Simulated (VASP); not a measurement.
# As in VASP: further runs

Aim: see how the results for As move with the level of theory and the settings. Levels: PBE0, HSE06, HF. Tasks: single point.

Program: VASP 6.6.1. These are calculated values, not measurements. Logs are shortened: lines on timing, memory, paths and dates and some standing lists are left out, and cuts for length are marked.

**1. The cell of the first run**

The cell holds a slab with vacuum, 2 atoms: a = 3.575 Å, b = 3.575 Å, c = 26.416 Å, α = 90.00°, β = 90.00°, γ = 120.00°.

**2. Single point, PBE0**

POSCAR reads:

```
As
1.0
    3.5749013640      0.0000000000      0.0000000000
   -1.7874506820      3.0959553972      0.0000000000
    0.0000000000      0.0000000000     26.4156438000
As
2
Direct
    0.3333333333      0.6666666667      0.3206195636
    0.6666666667      0.3333333333      0.3724478490
```

INCAR.step1 reads:

```
SYSTEM = As
PREC = Accurate
ENCUT = 520
EDIFF = 1E-5
ISMEAR = 0
SIGMA = 0.01
LREAL = .FALSE.
LASPH = .TRUE.
NELM = 80
ALGO = Normal
ISIF = 2
LWAVE = .TRUE.
LCHARG = .FALSE.
LDIPOL = .TRUE.
IDIPOL = 3
DIPOL = 0.5 0.5 0.347
NBANDS = 12
GGA = PE
```

INCAR.step2 reads:

```
SYSTEM = As
PREC = Accurate
ENCUT = 520
EDIFF = 1E-7
ISMEAR = 0
SIGMA = 0.01
LREAL = .FALSE.
LASPH = .TRUE.
NELM = 80
ALGO = Normal
ISIF = 2
LWAVE = .FALSE.
LCHARG = .FALSE.
LDIPOL = .TRUE.
IDIPOL = 3
DIPOL = 0.5 0.5 0.347
GGA = PE
LHFCALC = .TRUE.
AEXX = 0.25
PRECFOCK = Normal
NBANDS = 12
ISTART = 1
```

KPOINTS reads:

```
regular mesh
0
G
  6 6 1
  0 0 0
```

Potentials or basis: VASP PAW PBE potentials, release 64 (As).

Launch:

```console
> cat potpaw_PBE.64/As/POTCAR > POTCAR
> cp INCAR.step1 INCAR
> mpirun -np 1 vasp_std > vasp.out
> cp INCAR.step2 INCAR
> mpirun -np 1 vasp_std > vasp.out
```

OUTCAR:

```text
SYSTEM = As
   PREC = Accurate
   ENCUT = 520
   EDIFF = 1E-7
   ISMEAR = 0
   LREAL = .FALSE.
   LASPH = .TRUE.
   NELM = 80
   ISIF = 2
   GGA = PE
   LHFCALC = .TRUE.
   AEXX = 0.25
   PRECFOCK = Normal
   ISTART = 1

 ion  position               nearest neighbor table
   1  0.333  0.667  0.321-   2 2.48   2 2.48   2 2.48
   2  0.667  0.333  0.372-   1 2.48   1 2.48   1 2.48

  LATTYP: Found a hexagonal cell.
 ALAT       =     3.5749013640
 C/A-ratio  =     7.3891951442

  Lattice vectors:

 A1 = (   3.5749013640,   0.0000000000,   0.0000000000)
 A2 = (  -1.7874506820,   3.0959553972,   0.0000000000)
 A3 = (   0.0000000000,   0.0000000000,  26.4156438000)

Analysis of symmetry for initial positions (statically):
=====================================================================
 Subroutine PRICEL returns:
 Original cell was already a primitive cell.

 Routine SETGRP: Setting up the symmetry group for a
 hexagonal supercell.

 Subroutine GETGRP returns: Found 12 space group operations
 (whereof  6 operations were pure point group operations)
 out of a pool of 24 trial point group operations.

The static configuration has the point symmetry C_3v.
 The point group associated with its full space group is D_3d.

Analysis of symmetry for dynamics (positions and initial velocities):
=====================================================================
 Subroutine PRICEL returns:
 Original cell was already a primitive cell.

 Routine SETGRP: Setting up the symmetry group for a
 hexagonal supercell.

 Subroutine GETGRP returns: Found 12 space group operations
 (whereof  6 operations were pure point group operations)
 out of a pool of 24 trial point group operations.

The dynamic configuration has the point symmetry C_3v.
 The point group associated with its full space group is D_3d.

 Subroutine INISYM returns: Found 12 space group operations
 (whereof  6 operations are pure point group operations),
 and found     1 'primitive' translations

----------------------------------------------------------------------------------------

                                     Primitive cell

  volume of cell :     292.3613

  direct lattice vectors                    reciprocal lattice vectors
     3.574901364  0.000000000  0.000000000     0.279727998  0.161501035  0.000000000
    -1.787450682  3.095955397  0.000000000     0.000000000  0.323002069  0.000000000
     0.000000000  0.000000000 26.415643800     0.000000000  0.000000000  0.037856355

  length of vectors
     3.574901364  3.574901364 26.415643800     0.323002069  0.323002069  0.037856355

  position of ions in fractional coordinates (direct lattice)
     0.333333333  0.666666667  0.320619564
     0.666666667  0.333333333  0.372447849

  ion indices of the primitive-cell ions
   primitive index   ion index
                 1           1
                 2           2

----------------------------------------------------------------------------------------

 KPOINTS: regular mesh

Automatic generation of k-mesh.
 Grid dimensions read from file:
 generate k-points for:    6    6    1

 Generating k-lattice:

  Cartesian coordinates                     Fractional coordinates (reciprocal lattice)
     0.046621333  0.026916839  0.000000000     0.166666667  0.000000000  0.000000000
     0.000000000  0.053833678  0.000000000     0.000000000  0.166666667  0.000000000
     0.000000000  0.000000000  0.037856355     0.000000000  0.000000000  1.000000000

  Length of vectors
     0.053833678  0.053833678  0.037856355

  Shift w.r.t. Gamma in fractional coordinates (k-lattice)
     0.000000000  0.000000000  0.000000000

 Subroutine IBZKPT returns following result:
 ===========================================

 Found      7 irreducible k-points:

 Following reciprocal coordinates:
            Coordinates               Weight
  0.000000  0.000000  0.000000      1.000000
  0.166667 -0.000000  0.000000      6.000000
  0.333333 -0.000000  0.000000      6.000000
  0.500000 -0.000000  0.000000      3.000000
  0.166667  0.166667  0.000000      6.000000
  0.333333  0.166667  0.000000     12.000000
  0.333333  0.333333  0.000000      2.000000
   k-points           NKPTS =      7   k-points in BZ     NKDIM =     36   number of bands    NBANDS=     12
   number of dos      NEDOS =    301   number of ions     NIONS =      2
   total plane-waves  NPLWV = 153664
   dimension x,y,z NGX =    28 NGY =   28 NGZ =  196
   dimension x,y,z NGXF=    56 NGYF=   56 NGZF=  392
   ions per type =               2
   NGX,Y,Z   is equivalent  to a cutoff of  13.02, 13.02, 12.34 a.u.
   NGXF,Y,Z  is equivalent  to a cutoff of  26.04, 26.04, 24.67 a.u.
 SYSTEM =  As
   PREC   = accura    normal or accurate (medium, high low for compatibility)
   ISTART =      1    job   : 0-new  1-cont  2-samecut
   ICHARG =      0    charge: 1-file 2-atom 10-const
   ISPIN  =      1    spin polarized calculation?
   LNONCOLLINEAR =      F non collinear calculations
[... 61 lines left out ...]
  free energy    TOTEN  =       -12.36230674 eV

  energy without entropy =      -12.36230674  energy(sigma->0) =      -12.36230674

 E-fermi :  -4.7043     XC(G=0):  -1.5305

 val. band max:       -4.7890233670   @ k =   0.0000   0.0000   0.0000
 cond. band min:      -1.7995351863   @ k =   0.3333  -0.0000   0.0000
 fundamental gap:      2.9894881807
 Fermi energy:        -4.7042655611

 k-point     1 :       0.0000    0.0000    0.0000
  band No.  band energies     occupation
      1     -19.9173      2.00000
      2     -12.6371      2.00000
      3      -5.3499      2.00000
      4      -4.7890      2.00000
      5      -4.7890      2.00000
      6      -1.2613      0.00000
      7       0.3304      0.00000
      8       0.3304      0.00000
      9       1.2689      0.00000
     10       1.4031      0.00000
     11       1.7565      0.00000
     12       2.0621      0.00000

 k-point     2 :       0.1667   -0.0000    0.0000
  band No.  band energies     occupation
      1     -19.5000      2.00000
      2     -12.6009      2.00000
      3      -7.2583      2.00000
      4      -5.5363      2.00000
      5      -5.1846      2.00000
      6      -1.0419      0.00000
      7       0.9726      0.00000
      8       1.0798      0.00000
      9       1.7688      0.00000
     10       1.9033      0.00000
     11       2.2102      0.00000
     12       2.5194      0.00000

 k-point     3 :       0.3333   -0.0000    0.0000
  band No.  band energies     occupation
      1     -18.3124      2.00000
      2     -13.4546      2.00000
      3      -8.8826      2.00000
      4      -6.5469      2.00000
      5      -5.5431      2.00000
      6      -1.7995      0.00000
      7       0.6497      0.00000
      8       1.5727      0.00000
      9       2.8603      0.00000
     10       3.0818      0.00000
     11       3.4041      0.00000
     12       3.7520      0.00000

 k-point     4 :       0.5000   -0.0000    0.0000
  band No.  band energies     occupation
      1     -17.1165      2.00000
      2     -14.9064      2.00000
      3      -8.5494      2.00000
      4      -6.9344      2.00000
      5      -6.4704      2.00000
      6      -1.4422      0.00000
      7      -0.0944      0.00000
      8       1.5536      0.00000
      9       3.0103      0.00000
     10       4.9346      0.00000
     11       4.9929      0.00000
     12       5.2619      0.00000

 k-point     5 :       0.1667    0.1667    0.0000
  band No.  band energies     occupation
      1     -18.6898      2.00000
      2     -12.9894      2.00000
      3      -8.4453      2.00000
      4      -7.3037      2.00000
      5      -5.1685      2.00000
      6      -0.4775      0.00000
      7       0.3538      0.00000
      8       1.7518      0.00000
      9       2.5715      0.00000
     10       2.6725      0.00000
     11       2.9944      0.00000
     12       3.3526      0.00000

 k-point     6 :       0.3333    0.1667    0.0000
  band No.  band energies     occupation
      1     -17.2583      2.00000
      2     -14.5171      2.00000
      3      -8.8698      2.00000
      4      -7.8583      2.00000
      5      -6.0582      2.00000
      6      -0.5790      0.00000
      7       0.3592      0.00000
      8       1.2895      0.00000
      9       3.7443      0.00000
     10       4.1791      0.00000
     11       4.5388      0.00000
     12       4.9325      0.00000

 k-point     7 :       0.3333    0.3333    0.0000
  band No.  band energies     occupation
      1     -15.8338      2.00000
      2     -15.8338      2.00000
      3      -9.7573      2.00000
      4      -6.9686      2.00000
      5      -6.9686      2.00000
      6      -1.3460      0.00000
      7       1.5742      0.00000
      8       1.5742      0.00000
      9       4.8405      0.00000
     10       5.8354      0.00000
     11       5.8354      0.00000
     12       6.4066      0.00000

------------------------ aborting loop because EDIFF is reached ----------------------------------------

 vacuum level on the upper side and lower side of the slab       (xc-potential included)        -0.006        -0.006

  FORCE on cell =-STRESS in cart. coord.  units (eV):
  Direction    XX          YY          ZZ          XY          YZ          ZX
  --------------------------------------------------------------------------------------
  -------------------------------------------------------------------------------------
  Total       -0.2080905     -0.2080905     -0.1506091      0.0000000      0.0000000      0.0000000
  in kB       -1.1403626     -1.1403626     -0.8253572      0.0000000      0.0000000      0.0000000
  external PRESSURE =      -1.0353608 kB  Pullay stress =       0.0000000 kB

 VOLUME and BASIS-vectors are now :
 -----------------------------------------------------------------------------
  energy-cutoff  :      520.00
  volume of cell :      292.36
      direct lattice vectors                 reciprocal lattice vectors
     3.574901364  0.000000000  0.000000000     0.279727998  0.161501035  0.000000000
    -1.787450682  3.095955397  0.000000000     0.000000000  0.323002069  0.000000000
     0.000000000  0.000000000 26.415643800     0.000000000  0.000000000  0.037856355

 POSITION                                       TOTAL-FORCE (eV/Angst)
 -----------------------------------------------------------------------------------
     -0.00000      2.06397      8.46937         0.000000     -0.000000      0.098782
      1.78745      1.03199      9.83845        -0.000000      0.000000     -0.098782
 -----------------------------------------------------------------------------------
    total drift:                               -0.000000      0.000000     -0.000001

  FREE ENERGIE OF THE ION-ELECTRON SYSTEM (eV)
  ---------------------------------------------------
  free  energy   TOTEN  =       -12.3623067402 eV

  energy  without entropy=      -12.3623067402  energy(sigma->0) =      -12.36230674

 vacuum level on the upper side and lower side of the slab         1.446         1.446
```

Run time: 15 min. Hardware: 1 thread of AMD EPYC 7R43 (Zen 3), shared host; peak memory 0.37 GiB.

What came out:

```
Free energy            : -12.3623 eV
Largest force          : 0.099 eV/Å
Band gap on the k mesh : 2.99 eV, indirect (least direct gap 3.53 eV)
```

Forces on the atoms (eV/Å):
```
As   0.000  0.000  0.099
As   0.000  0.000 -0.099
```

Levels at points of the mesh, in eV from the valence-band top:
| k point | band 1 | band 2 | band 3 | band 4 | band 5 | band 6 | band 7 | band 8 | band 9 | band 10 |
| --- | --- | --- | --- | --- | --- | --- | --- | --- | --- | --- |
| (0.00, 0.00, 0.00) | -15.13 | -7.85 | -0.56 | 0.00 | 0.00 | 3.53 | 5.12 | 5.12 | 6.06 | 6.19 |
| (0.50, 0.00, 0.00) | -12.33 | -10.12 | -3.76 | -2.15 | -1.68 | 3.35 | 4.69 | 6.34 | 7.80 | 9.72 |

Caveat: the PAW data sets were made with another functional, which shifts forces and pressure a little.

**3. Single point, HSE06**

POSCAR reads:

```
As
1.0
    3.5733935281      0.0000000000      0.0000000000
   -1.7866967640      3.0946495730      0.0000000000
    0.0000000000      0.0000000000     26.4156438000
As
2
Direct
    0.3333333333      0.6666666667      0.3207323056
    0.6666666667      0.3333333333      0.3723351070
```

INCAR.step1 reads:

```
ALGO     = Normal         # electronic algorithm
DIPOL    = 0.5 0.5 0.347
EDIFF    = 1E-5           # SCF threshold, eV
ENCUT    = 520            # plane-wave cutoff, eV
GGA      = PE             # functional
IDIPOL   = 3            
ISIF     = 2              # what is computed and relaxed
ISMEAR   = -1             # smearing method
LASPH    = T              # aspherical terms in the spheres
LDIPOL   = T            
LREAL    = F              # projectors in reciprocal space
LWAVE    = T              # write WAVECAR
NBANDS   = 12             # bands
NELM     = 60             # most SCF steps
PREC     = Accurate       # precision mode
SIGMA    = 0.02           # smearing width, eV
```

INCAR.step2 reads:

```
ALGO     = Normal         # electronic algorithm
DIPOL    = 0.5 0.5 0.347
EDIFF    = 1E-6           # SCF threshold, eV
ENCUT    = 520            # plane-wave cutoff, eV
GGA      = PE             # functional
HFSCREEN = 0.2079         # screening, 1/A
IDIPOL   = 3            
ISIF     = 2              # what is computed and relaxed
ISMEAR   = -1             # smearing method
ISTART   = 1            
LASPH    = T              # aspherical terms in the spheres
LCHARG   = T              # write CHGCAR
LDIPOL   = T            
LELF     = T              # ELF
LHFCALC  = T              # exact exchange
LREAL    = F              # projectors in reciprocal space
LVACPOTAV= T            
LVHAR    = T            
LWAVE    = F              # write WAVECAR
NBANDS   = 12             # bands
NELM     = 60             # most SCF steps
PREC     = Accurate       # precision mode
PRECFOCK = Normal       
SIGMA    = 0.02           # smearing width, eV
```

KPOINTS reads:

```
k-points
0
Gamma
  6 6 1
```

Potentials or basis: VASP PAW PBE potentials, release 64 (As).

Launch:

```console
> cat potpaw_PBE.64/As/POTCAR > POTCAR
> cp INCAR.step1 INCAR
> mpirun -np 1 vasp_std > vasp.out
> cp INCAR.step2 INCAR
> mpirun -np 1 vasp_std > vasp.out
```

Wall time 6.1 min (1 thread of AMD EPYC 7R43 (Zen 3), shared host); peak memory 0.47 GiB.

It converged, with:

```
Free energy            : -11.2197 eV
Largest force          : 0.005 eV/Å
Band gap on the k mesh : 2.34 eV, indirect (least direct gap 2.87 eV)
```

Forces on the atoms (eV/Å):
```
As   0.000  0.000 -0.005
As   0.000  0.000  0.005
```

Levels at points of the mesh, in eV from the valence-band top:
| k point | band 2 | band 3 | band 4 | band 5 | band 6 | band 7 | band 8 | band 9 |
| --- | --- | --- | --- | --- | --- | --- | --- | --- |
| (0.00, 0.00, 0.00) | -7.72 | -0.48 | 0.00 | 0.00 | 2.87 | 4.43 | 4.43 | 5.56 |
| (0.50, 0.00, 0.00) | -10.02 | -3.68 | -2.12 | -1.61 | 2.67 | 4.03 | 5.66 | 7.14 |

Caveat: the PAW data sets were made with another functional, which shifts forces and pressure a little.

**4. Single point, HF**

POSCAR reads:

```
As
1.0
    3.5749013640      0.0000000000      0.0000000000
   -1.7874506820      3.0959553972      0.0000000000
    0.0000000000      0.0000000000     26.4156438000
As
2
Direct
    0.3333333333      0.6666666667      0.3206195636
    0.6666666667      0.3333333333      0.3724478490
```

INCAR.step1 reads:

```
SYSTEM = As
PREC = Accurate
ENCUT = 520
EDIFF = 1E-5
ISMEAR = 0
SIGMA = 0.01
LREAL = .FALSE.
LASPH = .TRUE.
NELM = 80
ALGO = Normal
ISIF = 2
LWAVE = .TRUE.
LDIPOL = .TRUE.
IDIPOL = 3
DIPOL = 0.5 0.5 0.347
NBANDS = 12
GGA = PE
```

INCAR.step2 reads:

```
SYSTEM = As
PREC = Accurate
ENCUT = 520
EDIFF = 1E-6
ISMEAR = 0
SIGMA = 0.01
LREAL = .FALSE.
LASPH = .TRUE.
NELM = 80
ALGO = Normal
ISIF = 2
LWAVE = .FALSE.
LCHARG = .TRUE.
LDIPOL = .TRUE.
IDIPOL = 3
DIPOL = 0.5 0.5 0.347
GGA = PE
LHFCALC = .TRUE.
AEXX = 1.0
ALDAC = 0.0
AGGAC = 0.0
PRECFOCK = Normal
LELF = .TRUE.
LVHAR = .TRUE.
LVACPOTAV = .TRUE.
NBANDS = 12
ISTART = 1
```

KPOINTS reads:

```
Automatic mesh
0
G
  6 6 1
  0 0 0
```

Launch:

```console
> cat potpaw_PBE.64/As/POTCAR > POTCAR
> cp INCAR.step1 INCAR
> mpirun -np 1 vasp_std > vasp.out
> cp INCAR.step2 INCAR
> mpirun -np 1 vasp_std > vasp.out
```

It took 48 min on 1 thread of AMD EPYC 7R43 (Zen 3), shared host; peak memory 0.37 GiB.

The run converged. Its results:

- Free energy: -19.9440 eV
- Largest force: 1.058 eV/Å
- Band gap on the k mesh: 7.45 eV, indirect (least direct gap 8.00 eV)
- Ionisation potential of the upper face: 7.93 eV

Forces in eV/Å, atoms in the order of the input:
```
As   0.000  0.000  1.058
As   0.000  0.000 -1.058
```

Levels at points of the mesh, in eV from the valence-band top:
```csv
k point,band 3,band 4,band 5,band 6,band 7,band 8
"(0.00, 0.00, 0.00)",-0.87,0.00,0.00,8.00,8.08,8.52
"(0.50, 0.00, 0.00)",-4.61,-2.63,-2.02,7.99,9.12,11.57
```

Caveat: the PAW data sets were made with another functional, which shifts forces and pressure a little.

**5. Overview**

```csv
level,cell,smearing,screening parameter,gap on the mesh (eV),largest force (eV/Å)
PBE0,"a = 3.575, b = 3.575, c = 26.416 Å, angles 90.0, 90.0, 120.0°, 2 atoms",gaussian 0.01 eV,-,2.99,0.10
HSE06,"a = 3.573, b = 3.573, c = 26.416 Å, angles 90.0, 90.0, 120.0°, 2 atoms",fermi-dirac 0.02 eV,0.2079 1/Å,2.34,0.01
HF,"a = 3.575, b = 3.575, c = 26.416 Å, angles 90.0, 90.0, 120.0°, 2 atoms",gaussian 0.01 eV,-,7.45,1.06
```

Alike in all rows: task single point; potentials or basis VASP PAW PBE potentials, release 64 (As); no spin polarisation; k mesh 6 × 6 × 1; cutoff (eV) 520.

On the cell as given the gap runs from 2.34 eV (HSE06) to 7.45 eV (HF).

Caveats: the PAW data sets were made with another functional, which shifts forces and pressure a little.

Total energies depend on the potentials used, so only differences within one code and one set of settings carry meaning.
